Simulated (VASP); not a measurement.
# Zr in VASP: notebook

Zr is run at these levels: PBEsol; tasks: electric field gradients.

Everything below comes from runs of VASP 6.6.1. Logs are shortened: lines on timing, memory, paths and dates and some standing lists are left out, and cuts for length are marked.

### 1 The cell of the first run

It takes space group R-3m (No. 166, trigonal). Conventional cell: a = 5.171 Å, b = 5.171 Å, c = 3.072 Å, α = 90.00°, β = 90.00°, γ = 120.00°. Within 4.0 Å of Zr (site symmetry -3m) lie 14 Zr at 3.07 to 3.62 Å.

### 2 Electric field gradients, PBEsol (equal xy, yz and zx shear strains of -2 %)

The input, INCAR:

```
SYSTEM = Zr
ALGO = Normal ; EDIFF = 1E-8
ENCUT = 520 ; GGA = PS
ISIF = 2 ; ISMEAR = -1
LASPH = .TRUE. ; LCHARG = .FALSE.
LEFG = .TRUE. ; LREAL = .FALSE.
LWAVE = .FALSE. ; NBANDS = 12
NELM = 100 ; PREC = Accurate
SIGMA = 0.08
```

The input, KPOINTS:

```
k-points
0
G
  14 14 14
  0 0 0
```

The input, POSCAR:

```
Zr
1.0
   -1.8462000000      1.8100000000      1.8100000000
    1.8100000000     -1.8462000000      1.8100000000
    1.8100000000      1.8100000000     -1.8462000000
Zr
1
Direct
    0.0000000000      0.0000000000      0.0000000000
```

Potentials or basis: VASP PAW PBE potentials, release 64 (Zr_sv).

On the command line:

```console
$ cat potpaw_PBE.64/Zr_sv/POTCAR > POTCAR
$ mpirun -np 1 vasp_std > vasp.out
```

OUTCAR:

```text
SYSTEM = Zr
   EDIFF = 1E-8
   ENCUT = 520
   GGA = PS
   ISIF = 2
   ISMEAR = -1
   LASPH = .TRUE.
   LREAL = .FALSE.
   NELM = 100
   PREC = Accurate

 ion  position               nearest neighbor table
   1  0.000  0.000  0.000-

  LATTYP: Found a trigonal (rhomboedric) cell.
 ALAT       =     3.1560504495
 COS(alpha) =    -0.3420602552

  Lattice vectors:

 A1 = (  -1.8462000000,   1.8100000000,   1.8100000000)
 A2 = (   1.8100000000,  -1.8462000000,   1.8100000000)
 A3 = (   1.8100000000,   1.8100000000,  -1.8462000000)

Analysis of symmetry for initial positions (statically):
=====================================================================
 Subroutine PRICEL returns:
 Original cell was already a primitive cell.

 Routine SETGRP: Setting up the symmetry group for a
 trigonal (rhombohedral) supercell.

 Subroutine GETGRP returns: Found 12 space group operations
 (whereof 12 operations were pure point group operations)
 out of a pool of 12 trial point group operations.

The static configuration has the point symmetry D_3d.

Analysis of symmetry for dynamics (positions and initial velocities):
=====================================================================
 Subroutine PRICEL returns:
 Original cell was already a primitive cell.

 Routine SETGRP: Setting up the symmetry group for a
 trigonal (rhombohedral) supercell.

 Subroutine GETGRP returns: Found 12 space group operations
 (whereof 12 operations were pure point group operations)
 out of a pool of 12 trial point group operations.

The dynamic configuration has the point symmetry D_3d.

 Subroutine INISYM returns: Found 12 space group operations
 (whereof 12 operations are pure point group operations),
 and found     1 'primitive' translations

----------------------------------------------------------------------------------------

                                     Primitive cell

  volume of cell :      23.7118

  direct lattice vectors                    reciprocal lattice vectors
    -1.846200000  1.810000000  1.810000000     0.005581796  0.279089810  0.279089810
     1.810000000 -1.846200000  1.810000000     0.279089810  0.005581796  0.279089810
     1.810000000  1.810000000 -1.846200000     0.279089810  0.279089810  0.005581796

  length of vectors
     3.156050450  3.156050450  3.156050450     0.394732062  0.394732062  0.394732062

  position of ions in fractional coordinates (direct lattice)
     0.000000000  0.000000000  0.000000000

  ion indices of the primitive-cell ions
   primitive index   ion index
                 1           1

----------------------------------------------------------------------------------------

 KPOINTS: k-points

Automatic generation of k-mesh.
 Grid dimensions read from file:
 generate k-points for:   14   14   14

 Generating k-lattice:

  Cartesian coordinates                     Fractional coordinates (reciprocal lattice)
     0.000398700  0.019934986  0.019934986     0.071428571  0.000000000  0.000000000
     0.019934986  0.000398700  0.019934986     0.000000000  0.071428571  0.000000000
     0.019934986  0.019934986  0.000398700     0.000000000  0.000000000  0.071428571

  Length of vectors
     0.028195147  0.028195147  0.028195147

  Shift w.r.t. Gamma in fractional coordinates (k-lattice)
     0.000000000  0.000000000  0.000000000

 Subroutine IBZKPT returns following result:
 ===========================================

 Found    288 irreducible k-points:

 Following reciprocal coordinates:
            Coordinates               Weight
  0.000000  0.000000  0.000000      1.000000
  0.071429  0.000000  0.000000      6.000000
  0.142857  0.000000  0.000000      6.000000
  0.214286  0.000000  0.000000      6.000000
  0.285714  0.000000  0.000000      6.000000
  0.357143 -0.000000 -0.000000      6.000000
[... 16 lines left out ...]
  0.214286  0.142857  0.000000     12.000000
  0.285714  0.142857  0.000000     12.000000
 [... further k-points ...]
   k-points           NKPTS =    288   k-points in BZ     NKDIM =    288   number of bands    NBANDS=     12
   number of dos      NEDOS =    301   number of ions     NIONS =      1
   total plane-waves  NPLWV =  13824
   dimension x,y,z NGX =    24 NGY =   24 NGZ =   24
   dimension x,y,z NGXF=    48 NGYF=   48 NGZF=   48
   ions per type =               1
   NGX,Y,Z   is equivalent  to a cutoff of  12.64, 12.64, 12.64 a.u.
   NGXF,Y,Z  is equivalent  to a cutoff of  25.28, 25.28, 25.28 a.u.
 SYSTEM =  Zr
   PREC   = accura    normal or accurate (medium, high low for compatibility)
   ISTART =      0    job   : 0-new  1-cont  2-samecut
   ICHARG =      2    charge: 1-file 2-atom 10-const
   ISPIN  =      1    spin polarized calculation?
   LNONCOLLINEAR =      F non collinear calculations
   LSORBIT =      F    spin-orbit coupling
   LASPH  =      T    aspherical Exc in radial PAW
   ENCUT  =  520.0 eV  38.22 Ry    6.18 a.u.   5.87  5.87  5.87*2*pi/ulx,y,z
   NELM   =    100;   NELMIN=  2; NELMDL= -5     # of ELM steps
   EDIFF  = 0.1E-07   stopping-criterion for ELM
   LREAL  =      F    real-space projection
   EDIFFG = 0.1E-06   stopping-criterion for IOM
   NSW    =      0    number of steps for IOM
   IBRION =     -1    ionic relax: 0-MD 1-quasi-New 2-CG
   NFREE  =      0    steps in history (QN), initial steepest desc. (CG)
   ISIF   =      2    stress and relaxation
   ISYM   =      2    0-nonsym 1-usesym 2-fastsym
   POTIM  = 0.5000    time-step for ionic-motion
   TEBEG  =    0.0;   TEEND  =   0.0 temperature during run
   PSTRESS=    0.0 pullay stress
   NELECT =      12.0000    total number of electrons
   NUPDOWN=      -1.0000    fix difference up-down
   EMIN   =  10.00;   EMAX   =-10.00  energy-range for DOS
   EFERMI =   0.00;   METHOD = LEGACY
   ISMEAR =    -1;   SIGMA  =   0.08  broadening in eV -4-tet -1-fermi 0-gaus
   EFERMI_NEDOS =   21; number of points for ismear=-14 and -15
   IALGO  =     38    algorithm
   IMIX   =      4    mixing-type and parameters
     AMIX     =   0.40;   BMIX     =  1.00
     AMIX_MAG =   1.60;   BMIX_MAG =  1.00
  volume/ion in A,a.u.               =      23.71       160.02
  Fermi-wavevector in a.u.,A,eV,Ry     =   1.304609  2.465354 23.157182  1.702005
  Thomas-Fermi vector in A             =   2.435533
   LORBIT       =      0    0 simple, 1 ext, 2 COOP (PROOUT), +10 PAW based schemes
   GGA     = PS    functional components
   LHFCALC =     F    Hartree Fock is set to
   AEXX    =    0.0000 exact exchange contribution
   IVDW    =     0    specifies the selected vdW correction
   LEPSILON=     F    determine dielectric tensor
   LRPA    =     F    only Hartree local field effects (RPA)
 non-spin polarized calculation
  energy-cutoff  :      520.00
  volume of cell :       23.71
 maximum number of plane-waves:       658
   NGX = 11   NGY = 11   NGZ = 11

 number of electron      12.0000000 magnetization

 Free energy of the ion-electron system (eV)
  ---------------------------------------------------
  ext. energy  EPLUGINS =         0.00000000
  ---------------------------------------------------
  free energy    TOTEN  =        -8.99148323 eV

  energy without entropy =       -8.95041497  energy(sigma->0) =       -8.97094910

 E-fermi :   8.3770     XC(G=0): -11.1134

 val. band max:        8.3650861582   @ k =  -0.3571   0.2143   0.1429
 cond. band min:       8.3780954503   @ k =   0.3571   0.2143   0.1429
 fundamental gap:      0.0130092921
 Fermi energy:         8.3769678468

 k-point     1 :       0.0000    0.0000    0.0000
  band No.  band energies     occupation
      1     -40.0503      2.00000
      2     -17.6263      2.00000
      3     -17.6263      2.00000
      4     -17.5667      2.00000
      5       3.0298      2.00000
      6       9.2312      0.00005
      7       9.5994      0.00000
      8       9.5994      0.00000
      9      11.9450      0.00000
     10      11.9450      0.00000
     11      20.4397      0.00000
     12      20.8541      0.00000

 k-point     2 :       0.0714    0.0000    0.0000
  band No.  band energies     occupation
      1     -40.0429      2.00000
      2     -17.6552      2.00000
      3     -17.6262      2.00000
      4     -17.6052      2.00000
      5       3.2041      2.00000
      6       9.3219      0.00001
      7       9.4821      0.00000
      8       9.6634      0.00000
      9      11.7373      0.00000
     10      11.9313      0.00000
     11      20.6352      0.00000
     12      21.1436      0.00000
[... 316 lines left out ...]
 k-point    24 :       0.2857    0.1429    0.0000
  band No.  band energies     occupation
      1     -39.9154      2.00000
      2     -18.3973      2.00000
      3     -17.8858      2.00000
      4     -17.6775      2.00000
      5       6.0326      2.00000
      6       7.9785      1.98635
      7       8.5778      0.15019
      8      11.4553      0.00000
      9      12.4150      0.00000
     10      13.8369      0.00000
     11      19.3770      0.00000
     12      20.4257      0.00000

 [... further k-points ...]

------------------------ aborting loop because EDIFF is reached ----------------------------------------

  FORCE on cell =-STRESS in cart. coord.  units (eV):
  Direction    XX          YY          ZZ          XY          YZ          ZX
  --------------------------------------------------------------------------------------
  -------------------------------------------------------------------------------------
  Total       -0.9782011     -0.9782011     -0.9782011      0.0693718      0.0693718      0.0693718
  in kB      -66.0958512    -66.0958512    -66.0958512      4.6873689      4.6873689      4.6873689
  external PRESSURE =     -66.0958512 kB  Pullay stress =       0.0000000 kB

 VOLUME and BASIS-vectors are now :
 -----------------------------------------------------------------------------
  energy-cutoff  :      520.00
  volume of cell :       23.71
      direct lattice vectors                 reciprocal lattice vectors
    -1.846200000  1.810000000  1.810000000     0.005581796  0.279089810  0.279089810
     1.810000000 -1.846200000  1.810000000     0.279089810  0.005581796  0.279089810
     1.810000000  1.810000000 -1.846200000     0.279089810  0.279089810  0.005581796

 POSITION                                       TOTAL-FORCE (eV/Angst)
 -----------------------------------------------------------------------------------
      0.00000      0.00000      0.00000        -0.000000      0.000000     -0.000000
 -----------------------------------------------------------------------------------
    total drift:                                0.000000      0.000000      0.000000

  FREE ENERGIE OF THE ION-ELECTRON SYSTEM (eV)
  ---------------------------------------------------
  free  energy   TOTEN  =        -8.9914832335 eV

  energy  without entropy=       -8.9504149658  energy(sigma->0) =       -8.97094910

 Electric field gradients (V/A^2)
---------------------------------------------------------------------
 ion       V_xx      V_yy      V_zz      V_xy      V_xz      V_yz
---------------------------------------------------------------------
   1      -0.000    -0.000     0.000    12.387    12.387    12.387
---------------------------------------------------------------------

 Electric field gradients after diagonalization (V/A^2)
 (convention: |V_zz| > |V_xx| > |V_yy|)
----------------------------------------------------------------------
 ion       V_xx      V_yy      V_zz     asymmetry (V_yy - V_xx)/ V_zz
----------------------------------------------------------------------
   1     -12.387   -12.387    24.773       0.000
----------------------------------------------------------------------

           NMR quadrupolar parameters

 Cq : quadrupolar parameter    Cq=e*Q*V_zz/h
 eta: asymmetry parameters     (V_yy - V_xx)/ V_zz
 Q  : nuclear electric quadrupole moment in mb (millibarn)
----------------------------------------------------------------------
 ion       Cq(MHz)       eta       Q (mb)
----------------------------------------------------------------------
   1       0.060       0.000       1.000
----------------------------------------------------------------------
```

It took 49 s on 1 thread of Intel Xeon Platinum 8259CL at 2.50GHz (Skylake/Cascade Lake), shared host; peak memory 0.2 GiB.

What came out:

```yaml
Free_energy: -8.9915 eV
Pressure: -6.6 GPa
Band_gap_on_the_k_mesh: zero (bands 6 and 7 overlap by 1.57 eV)
Largest_electric_field_gradient_by_atom: Zr +24.8 V/Å²
```

Electric field gradients, principal values (V/Å²):
```tsv
atom	least	middle	greatest (by size)
1 Zr	-12.387	-12.387	24.773
```

Caveat: the cell differs from its parent crystal (equal xy, yz and zx shear strains of -2 %); the cell stands under tension; without QUAD_EFG the Cq values of the log hold for a quadrupole moment of 1 mb, not for the nuclei; the PAW data sets were made with another functional, which shifts forces and pressure a little.

[end of part 1 of 3]
